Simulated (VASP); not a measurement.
# HC32F in VASP: further runs

Runs on HC32F. Level: PBE+D3(BJ). Tasks: single point.

Everything below comes from runs of VASP 6.6.1. Logs are shortened: lines on timing, memory, paths and dates and some standing lists are left out, and cuts for length are marked.

## (1) The cell of the first run

The cell holds a slab with vacuum, 34 atoms: a = 9.864 Å, b = 9.864 Å, c = 12.000 Å, α = 90.00°, β = 90.00°, γ = 120.00°.

## (2) Single point, PBE+D3(BJ)

Input file INCAR:

```
SYSTEM = HC32F
PREC = Accurate ; ENCUT = 520
EDIFF = 1E-6 ; ISMEAR = 0
SIGMA = 0.05 ; LREAL = Auto
LASPH = .True. ; NELM = 100
ALGO = Normal ; ISIF = 2
LWAVE = .False. ; LCHARG = .True.
GGA = PE ; IVDW = 12
LELF = .True. ; LVHAR = .True.
NBANDS = 91
```

Input file KPOINTS:

```
Automatic mesh
0
Gamma
  2 2 1
  0 0 0
```

Input file POSCAR:

```
HC32F
1.0
    9.8640000000      0.0000000000      0.0000000000
   -4.9320000000      8.5424750000      0.0000000000
    0.0000000000      0.0000000000     12.0000000000
C F H
32 1 1
Direct
    0.0000000000      0.0000000000      0.0833333000
    0.1666667000      0.0833333000      0.0833333000
    0.0000000000      0.2500000000      0.0833333000
    0.1666667000      0.3333333000      0.0833333000
    0.0000000000      0.5000000000      0.0833333000
    0.1666667000      0.5833333000      0.0833333000
    0.0000000000      0.7500000000      0.0833333000
    0.1666667000      0.8333333000      0.0833333000
    0.2500000000      0.0000000000      0.0833333000
    0.4166667000      0.0833333000      0.0833333000
    0.2500000000      0.2500000000      0.0833333000
    0.4166667000      0.3333333000      0.0833333000
    0.2500000000      0.5000000000      0.0833333000
    0.4166667000      0.5833333000      0.0833333000
    0.2500000000      0.7500000000      0.0833333000
    0.4166667000      0.8333333000      0.0833333000
    0.5000000000      0.0000000000      0.0833333000
    0.6666667000      0.0833333000      0.0833333000
    0.5000000000      0.2500000000      0.0833333000
    0.6666667000      0.3333333000      0.0833333000
    0.5000000000      0.5000000000      0.0833333000
    0.6666667000      0.5833333000      0.0833333000
    0.5000000000      0.7500000000      0.0833333000
    0.6666667000      0.8333333000      0.0833333000
    0.7500000000      0.0000000000      0.0833333000
    0.9166667000      0.0833333000      0.0833333000
    0.7500000000      0.2500000000      0.0833333000
    0.9166667000      0.3333333000      0.0833333000
    0.7500000000      0.5000000000      0.0833333000
    0.9166667000      0.5833333000      0.0833333000
    0.7500000000      0.7500000000      0.0833333000
    0.9166667000      0.8333333000      0.0833333000
    0.2701123000      0.2981909000      0.2400000000
    0.2089267000      0.1996433000      0.2733333000
```

Potentials or basis: VASP PAW PBE potentials, release 64 (C, F, H).

The run is started by

```
> cat potpaw_PBE.64/C/POTCAR potpaw_PBE.64/F/POTCAR potpaw_PBE.64/H/POTCAR > POTCAR
> mpirun -np 1 vasp_std > vasp.out
```

OUTCAR:

```text
SYSTEM = HC32F
   PREC = Accurate
   ENCUT = 520
   EDIFF = 1E-6
   ISMEAR = 0
   LREAL = Auto
   LASPH = .True.
   NELM = 100
   ISIF = 2
   GGA = PE
   IVDW = 12
 IVDW          = 12

 ion  position               nearest neighbor table
   1  0.000  0.000  0.083-  26 1.42   2 1.42  32 1.42
   2  0.167  0.083  0.083-   9 1.42   1 1.42  11 1.42
   3  0.000  0.250  0.083-  28 1.42   4 1.42  26 1.42
   4  0.167  0.333  0.083-  11 1.42   3 1.42  13 1.42
   5  0.000  0.500  0.083-  30 1.42   6 1.42  28 1.42
   6  0.167  0.583  0.083-  13 1.42   5 1.42  15 1.42
   7  0.000  0.750  0.083-  32 1.42   8 1.42  30 1.42
   8  0.167  0.833  0.083-  15 1.42   7 1.42   9 1.42
   9  0.250  0.000  0.083-   2 1.42  10 1.42   8 1.42
  10  0.417  0.083  0.083-  17 1.42   9 1.42  19 1.42
  11  0.250  0.250  0.083-   4 1.42  12 1.42   2 1.42  33 1.92
  12  0.417  0.333  0.083-  19 1.42  11 1.42  21 1.42
  13  0.250  0.500  0.083-   6 1.42  14 1.42   4 1.42
  14  0.417  0.583  0.083-  21 1.42  13 1.42  23 1.42
  15  0.250  0.750  0.083-   8 1.42  16 1.42   6 1.42
  16  0.417  0.833  0.083-  23 1.42  15 1.42  17 1.42
  17  0.500  0.000  0.083-  10 1.42  18 1.42  16 1.42
[... 13 lines left out ...]
  31  0.750  0.750  0.083-  24 1.42  32 1.42  22 1.42
  32  0.917  0.833  0.083-   7 1.42  31 1.42   1 1.42
  33  0.270  0.298  0.240-  34 0.94  11 1.92
  34  0.209  0.200  0.273-  33 0.94

  LATTYP: Found a hexagonal cell.
 ALAT       =     9.8640000000
 C/A-ratio  =     1.2165450122

  Lattice vectors:

 A1 = (   9.8640000000,   0.0000000000,   0.0000000000)
 A2 = (  -4.9320000000,   8.5424750000,   0.0000000000)
 A3 = (   0.0000000000,   0.0000000000,  12.0000000000)

Analysis of symmetry for initial positions (statically):
=====================================================================
 Subroutine PRICEL returns:
 Original cell was already a primitive cell.

 Routine SETGRP: Setting up the symmetry group for a
 hexagonal supercell.

 Subroutine GETGRP returns: Found  1 space group operations
 (whereof  1 operations were pure point group operations)
 out of a pool of 24 trial point group operations.

The static configuration has the point symmetry C_1 .

Analysis of symmetry for dynamics (positions and initial velocities):
=====================================================================
 Subroutine PRICEL returns:
 Original cell was already a primitive cell.

 Routine SETGRP: Setting up the symmetry group for a
 hexagonal supercell.

 Subroutine GETGRP returns: Found  1 space group operations
 (whereof  1 operations were pure point group operations)
 out of a pool of 24 trial point group operations.

The dynamic configuration has the point symmetry C_1 .

 Subroutine INISYM returns: Found  1 space group operations
 (whereof  1 operations are pure point group operations),
 and found     1 'primitive' translations

----------------------------------------------------------------------------------------

                                     Primitive cell

  volume of cell :    1011.1557

  direct lattice vectors                    reciprocal lattice vectors
     9.864000000  0.000000000  0.000000000     0.101378751  0.058531046  0.000000000
    -4.932000000  8.542475000  0.000000000     0.000000000  0.117062093  0.000000000
     0.000000000  0.000000000 12.000000000     0.000000000  0.000000000  0.083333333

  length of vectors
     9.864000000  9.864000361 12.000000000     0.117062097  0.117062093  0.083333333

  position of ions in fractional coordinates (direct lattice)
     0.000000000  0.000000000  0.083333300
     0.166666700  0.083333300  0.083333300
     0.000000000  0.250000000  0.083333300
     0.166666700  0.333333300  0.083333300
     0.000000000  0.500000000  0.083333300
     0.166666700  0.583333300  0.083333300
[... 26 lines left out ...]
     0.270112300  0.298190900  0.240000000
     0.208926700  0.199643300  0.273333300

  ion indices of the primitive-cell ions
   primitive index   ion index
                 1           1
                 2           2
                 3           3
                 4           4
                 5           5
                 6           6
[... 26 lines left out ...]
                33          33
                34          34

----------------------------------------------------------------------------------------

 KPOINTS: Automatic mesh

Automatic generation of k-mesh.
 Grid dimensions read from file:
 generate k-points for:    2    2    1

 Generating k-lattice:

  Cartesian coordinates                     Fractional coordinates (reciprocal lattice)
     0.050689376  0.029265523  0.000000000     0.500000000  0.000000000  0.000000000
     0.000000000  0.058531046  0.000000000     0.000000000  0.500000000  0.000000000
     0.000000000  0.000000000  0.083333333     0.000000000  0.000000000  1.000000000

  Length of vectors
     0.058531048  0.058531046  0.083333333

  Shift w.r.t. Gamma in fractional coordinates (k-lattice)
     0.000000000  0.000000000  0.000000000

 Subroutine IBZKPT returns following result:
 ===========================================

 Found      4 irreducible k-points:

 Following reciprocal coordinates:
            Coordinates               Weight
  0.000000  0.000000  0.000000      1.000000
  0.500000 -0.000000  0.000000      1.000000
  0.000000  0.500000  0.000000      1.000000
  0.500000  0.500000  0.000000      1.000000
   k-points           NKPTS =      4   k-points in BZ     NKDIM =      4   number of bands    NBANDS=     91
   number of dos      NEDOS =    301   number of ions     NIONS =     34
   total plane-waves  NPLWV = 576000
   dimension x,y,z NGX =    80 NGY =   80 NGZ =   90
   dimension x,y,z NGXF=   160 NGYF=  160 NGZF=  180
   ions per type =              32   1   1
   NGX,Y,Z   is equivalent  to a cutoff of  13.48, 13.48, 12.47 a.u.
   NGXF,Y,Z  is equivalent  to a cutoff of  26.97, 26.97, 24.94 a.u.
 SYSTEM =  HC32F
   PREC   = accura    normal or accurate (medium, high low for compatibility)
   ISTART =      0    job   : 0-new  1-cont  2-samecut
   ICHARG =      2    charge: 1-file 2-atom 10-const
   ISPIN  =      1    spin polarized calculation?
   LNONCOLLINEAR =      F non collinear calculations
   LSORBIT =      F    spin-orbit coupling
   LASPH  =      T    aspherical Exc in radial PAW
   ENCUT  =  520.0 eV  38.22 Ry    6.18 a.u.  18.34 18.34 22.31*2*pi/ulx,y,z
   NELM   =    100;   NELMIN=  2; NELMDL= -5     # of ELM steps
   EDIFF  = 0.1E-05   stopping-criterion for ELM
   LREAL  =      T    real-space projection
   EDIFFG = 0.1E-04   stopping-criterion for IOM
   NSW    =      0    number of steps for IOM
[... 5 lines left out ...]
   TEBEG  =    0.0;   TEEND  =   0.0 temperature during run
   PSTRESS=    0.0 pullay stress
   NELECT =     136.0000    total number of electrons
   NUPDOWN=      -1.0000    fix difference up-down
   EMIN   =  10.00;   EMAX   =-10.00  energy-range for DOS
   EFERMI =   0.00;   METHOD = LEGACY
   ISMEAR =     0;   SIGMA  =   0.05  broadening in eV -4-tet -1-fermi 0-gaus
   EFERMI_NEDOS =   21; number of points for ismear=-14 and -15
   IALGO  =     38    algorithm
   IMIX   =      4    mixing-type and parameters
     AMIX     =   0.40;   BMIX     =  1.00
     AMIX_MAG =   1.60;   BMIX_MAG =  1.00
  volume/ion in A,a.u.               =      29.74       200.69
  Fermi-wavevector in a.u.,A,eV,Ry     =   0.838781  1.585066  9.572422  0.703553
  Thomas-Fermi vector in A             =   1.952892
   LORBIT       =      0    0 simple, 1 ext, 2 COOP (PROOUT), +10 PAW based schemes
   GGA     = PE    functional components
   LHFCALC =     F    Hartree Fock is set to
   AEXX    =    0.0000 exact exchange contribution
   IVDW    =    12    specifies the selected vdW correction
   LEPSILON=     F    determine dielectric tensor
   LRPA    =     F    only Hartree local field effects (RPA)
 non-spin polarized calculation
 Gauss-broadening in eV      SIGMA  =   0.05
  energy-cutoff  :      520.00
  volume of cell :     1011.16
 maximum number of plane-waves:     27273
 NGX is ok and might be reduce to    80
   NGX = 37   NGY = 37   NGZ = 45

 number of electron     135.9999997 magnetization

 Free energy of the ion-electron system (eV)
  ---------------------------------------------------
  ext. energy  EPLUGINS =         0.00000000
  ---------------------------------------------------
  free energy    TOTEN  =      -301.34091451 eV

  energy without entropy =     -301.34091451  energy(sigma->0) =     -301.34091451

 E-fermi :  -2.0546     XC(G=0):  -3.7197

 val. band max:       -2.3782999342   @ k =   0.0000   0.5000   0.0000
 cond. band min:      -0.5793779744   @ k =   0.5000  -0.0000   0.0000
 fundamental gap:      1.7989219598
 Fermi energy:        -2.0545769658

 k-point     1 :       0.0000    0.0000    0.0000
  band No.  band energies     occupation
      1     -28.5765      2.00000
      2     -21.0417      2.00000
      3     -19.6385      2.00000
      4     -19.5909      2.00000
      5     -19.5786      2.00000
      6     -19.5622      2.00000
[... 72 lines left out ...]
     79       2.1767      0.00000
     80       2.9383      0.00000

 k-point     2 :       0.5000   -0.0000    0.0000
  band No.  band energies     occupation
      1     -28.5764      2.00000
      2     -20.6901      2.00000
      3     -20.6589      2.00000
      4     -19.9505      2.00000
      5     -19.9368      2.00000
      6     -18.5354      2.00000
[... 72 lines left out ...]
     79       2.5740      0.00000
     80       3.0407      0.00000

 k-point     3 :       0.0000    0.5000    0.0000
  band No.  band energies     occupation
      1     -28.5764      2.00000
      2     -20.6891      2.00000
      3     -20.6602      2.00000
      4     -19.9535      2.00000
      5     -19.9329      2.00000
      6     -18.5377      2.00000
[... 72 lines left out ...]
     79       2.5611      0.00000
     80       3.0133      0.00000

 k-point     4 :       0.5000    0.5000    0.0000
  band No.  band energies     occupation
      1     -28.5764      2.00000
      2     -20.6894      2.00000
      3     -20.6596      2.00000
      4     -19.9496      2.00000
      5     -19.9377      2.00000
      6     -18.5346      2.00000
[... 72 lines left out ...]
     79       2.5786      0.00000
     80       3.0557      0.00000
 [bands above 80 left out]

------------------------ aborting loop because EDIFF is reached ----------------------------------------

 Edisp (eV)   -2.95688

 E8    (eV) :    -0.9143

  FORCE on cell =-STRESS in cart. coord.  units (eV):
  Direction    XX          YY          ZZ          XY          YZ          ZX
  --------------------------------------------------------------------------------------
  -------------------------------------------------------------------------------------
  Total       2.71034     1.56528    10.02765    -0.07445     0.39772     0.02032
  in kB       4.29454     2.48019    15.88882    -0.11797     0.63019     0.03220
  external pressure =        7.55 kB  Pullay stress =        0.00 kB

 VOLUME and BASIS-vectors are now :
 -----------------------------------------------------------------------------
  energy-cutoff  :      520.00
  volume of cell :     1011.16
      direct lattice vectors                 reciprocal lattice vectors
     9.864000000  0.000000000  0.000000000     0.101378751  0.058531046  0.000000000
    -4.932000000  8.542475000  0.000000000     0.000000000  0.117062093  0.000000000
     0.000000000  0.000000000 12.000000000     0.000000000  0.000000000  0.083333333

 POSITION                                       TOTAL-FORCE (eV/Angst)
 -----------------------------------------------------------------------------------
      0.00000      0.00000      1.00000        -0.110707     -0.005209      0.017718
      1.23300      0.71187      1.00000         0.021040     -0.003597     -0.384510
     -1.23300      2.13562      1.00000         0.189128      0.120139     -0.071398
      0.00000      2.84749      1.00000        -0.712505      0.187176     -1.312728
     -2.46600      4.27124      1.00000        -0.001826     -0.004337      0.005297
     -1.23300      4.98311      1.00000         0.003793     -0.022143      0.008746
[... 26 lines left out ...]
      1.19371      2.54729      2.88000         0.044729      0.418678      5.170267
      1.07621      1.70545      3.28000        -0.029281     -0.169217      0.292294
 -----------------------------------------------------------------------------------
    total drift:                               -0.002284      0.001370      0.001129

  FREE ENERGIE OF THE ION-ELECTRON SYSTEM (eV)
  ---------------------------------------------------
  free  energy   TOTEN  =      -304.2977941086 eV

  energy  without entropy=     -304.2977941086  energy(sigma->0) =     -304.29779411
```

Run time: 14 min. Hardware: 1 thread of Intel Xeon 6975P-C (Granite Rapids), shared host; peak memory 1.2 GiB.

What came out:

| Quantity | Value |
| --- | --- |
| Free energy | -304.2978 eV |
| Largest force | 5.187 eV/Å |
| Band gap on the k mesh | 1.80 eV (least direct gap 1.81 eV) |
| Dispersion energy per atom | -0.087 eV |

Forces in eV/Å, atoms in the order of the input:
```
C   -0.111 -0.005  0.018
C    0.021 -0.004 -0.385
C    0.189  0.120 -0.071
C   -0.713  0.187 -1.313
C   -0.002 -0.004  0.005
C    0.004 -0.022  0.009
C   -0.003 -0.028 -0.004
C    0.013 -0.001  0.001
C    0.111  0.001  0.017
C    0.024 -0.072  0.025
C    0.073 -0.430 -2.467
C    0.630  0.139 -1.141
C   -0.020 -0.101 -0.108
C    0.001  0.054  0.011
C    0.016  0.005  0.001
C    0.000  0.007 -0.001
C    0.001 -0.006 -0.003
C   -0.001 -0.026 -0.003
C   -0.182  0.099 -0.052
C    0.027  0.026  0.017
C    0.005 -0.101 -0.078
C    0.001 -0.019  0.008
C   -0.001 -0.037 -0.001
C    0.001  0.005 -0.001
C   -0.003 -0.008 -0.001
C   -0.033 -0.081  0.026
C    0.001  0.017  0.001
C   -0.036  0.035  0.021
C    0.000 -0.001  0.004
C   -0.002  0.010 -0.002
C   -0.016  0.004  0.000
C   -0.011 -0.014  0.004
F    0.045  0.419  5.170
H   -0.029 -0.169  0.292
```

Levels at points of the mesh, in eV from the valence-band top:
| k point | band 66 | band 67 | band 68 | band 69 | band 70 | band 71 |
| --- | --- | --- | --- | --- | --- | --- |
| (0.00, 0.00, 0.00) | -1.51 | -1.44 | -1.05 | 2.55 | 2.55 | 2.61 |
| (0.50, 0.00, 0.00) | -1.33 | -0.17 | -0.04 | 1.80 | 1.90 | 3.08 |
| (0.00, 0.50, 0.00) | -1.46 | -0.15 | 0.00 | 1.81 | 1.83 | 3.06 |
| (0.50, 0.50, 0.00) | -1.31 | -0.17 | -0.05 | 1.80 | 1.91 | 3.07 |

## (3) Single point, PBE+D3(BJ)

Input file INCAR:

```
SYSTEM = HC32F
ALGO     = Normal         ! electronic algorithm
EDIFF    = 1E-6           ! SCF threshold, eV
ENCUT    = 520            ! plane-wave cutoff, eV
GGA      = PE             ! functional
ISIF     = 2              ! what is computed and relaxed
ISMEAR   = 0              ! smearing method
IVDW     = 12             ! dispersion correction
LASPH    = .True.         ! aspherical terms in the spheres
LCHARG   = .False.        ! write CHGCAR
LREAL    = Auto         
LWAVE    = .False.        ! write WAVECAR
NBANDS   = 91             ! bands
NELM     = 100            ! most SCF steps
PREC     = Accurate       ! precision mode
SIGMA    = 0.05           ! smearing width, eV
```

Input file KPOINTS:

```
k-points
0
Gamma
  2 2 1
  0 0 0
```

Input file POSCAR:

```
HC32F
1.0
    9.8640000000      0.0000000000      0.0000000000
   -4.9320000000      8.5424750000      0.0000000000
    0.0000000000      0.0000000000     12.0000000000
C F H
32 1 1
Direct
   -0.0020876686     -0.0009470323      0.0806290000
    0.1644958801      0.0822070887      0.0807166667
   -0.0021135248      0.2491170299      0.0804497500
    0.1644906557      0.3325693081      0.0802879167
   -0.0020239163      0.4991234976      0.0804666667
    0.1646254174      0.5824931299      0.0803346667
   -0.0020277187      0.7491134595      0.0805841667
    0.1646281346      0.8324101622      0.0805888333
    0.2479643597     -0.0009429352      0.0806510000
    0.4146832943      0.0824176834      0.0806345833
    0.2478160286      0.2490430467      0.0806427500
    0.4148391837      0.3325471833      0.0806110833
    0.2479713045      0.4992110600      0.0801172500
    0.4146704952      0.5825652402      0.0800987500
    0.2479861704      0.7491248145      0.0804473333
    0.4146547223      0.8324604989      0.0804421667
    0.4980124301     -0.0008972809      0.0805745833
    0.6646688672      0.0824595916      0.0805736667
    0.4981424679      0.2490316916      0.0806702500
    0.6647270993      0.3324562261      0.0805867500
    0.4981472612      0.4993959011      0.0802340833
    0.6647618979      0.5825600894      0.0804057500
    0.4980184681      0.7491900181      0.0803202500
    0.6646662400      0.8324697468      0.0804560000
    0.7479974821     -0.0008722297      0.0805588333
    0.9146422704      0.0824583039      0.0805660833
    0.7480051948      0.2491095379      0.0805559167
    0.9146324057      0.3324720295      0.0804675000
    0.7479991357      0.4991339161      0.0805310833
    0.9146450461      0.5824516899      0.0805544167
    0.7480092252      0.7491640303      0.0804527500
    0.9146370501      0.8324259655      0.0805695833
    0.3342687641      0.3337267010      0.3406145000
    0.3341519299      0.3169174039      0.2636042500
```

Potentials or basis: VASP PAW PBE potentials, release 64 (C, F, H).

The run is started by

```
> cat potpaw_PBE.64/C/POTCAR potpaw_PBE.64/F/POTCAR potpaw_PBE.64/H/POTCAR > POTCAR
> mpirun -np 1 vasp_std > vasp.out
```

It took 13 min on 1 thread of Intel Xeon 6975P-C (Granite Rapids), shared host; peak memory 1.2 GiB.

The run converged. Its results:

```
Free energy                : -306.1335 eV
Largest force              : 0.316 eV/Å
Band gap on the k mesh     : 1.92 eV
Dispersion energy per atom : -0.087 eV
```

Forces on the atoms (eV/Å):
```
C   -0.004 -0.001  0.000
C    0.005 -0.003  0.000
C   -0.001 -0.001 -0.001
C   -0.001  0.007  0.000
C   -0.003  0.000  0.000
C    0.003  0.001 -0.001
C   -0.002  0.001  0.000
C    0.003  0.001  0.001
C   -0.004 -0.001  0.000
C   -0.001  0.001  0.001
C   -0.015 -0.007 -0.002
C    0.000  0.008  0.002
C   -0.002 -0.006 -0.003
C    0.010 -0.007  0.000
C   -0.004  0.001 -0.001
C    0.002  0.003  0.000
C   -0.002 -0.002  0.000
C    0.000  0.003  0.002
C    0.009 -0.010  0.001
C    0.003  0.004  0.002
C   -0.002  0.017  0.000
C   -0.001 -0.004 -0.001
C   -0.004 -0.001 -0.002
C    0.002  0.003  0.000
C   -0.001  0.000  0.000
C    0.001  0.001  0.002
C   -0.002 -0.002 -0.001
C    0.001  0.003  0.001
C   -0.002  0.002 -0.001
C    0.001 -0.001  0.002
C   -0.001  0.000  0.000
C    0.002  0.002  0.002
F   -0.024  0.038  0.306
H    0.033 -0.050 -0.311
```

Levels at points of the mesh, in eV from the valence-band top:
| k point | band 65 | band 66 | band 67 | band 68 | band 69 | band 70 | band 71 | band 72 |
| --- | --- | --- | --- | --- | --- | --- | --- | --- |
| (0.00, 0.00, 0.00) | -1.70 | -1.36 | -1.35 | -1.34 | 2.67 | 2.68 | 2.69 | 3.78 |
| (0.50, 0.00, 0.00) | -1.54 | -1.52 | -0.02 | 0.00 | 1.92 | 1.97 | 3.20 | 3.24 |
| (0.00, 0.50, 0.00) | -1.53 | -1.53 | -0.03 | 0.00 | 1.95 | 1.97 | 3.19 | 3.22 |
| (0.50, 0.50, 0.00) | -1.53 | -1.53 | -0.03 | 0.00 | 1.95 | 1.97 | 3.19 | 3.22 |
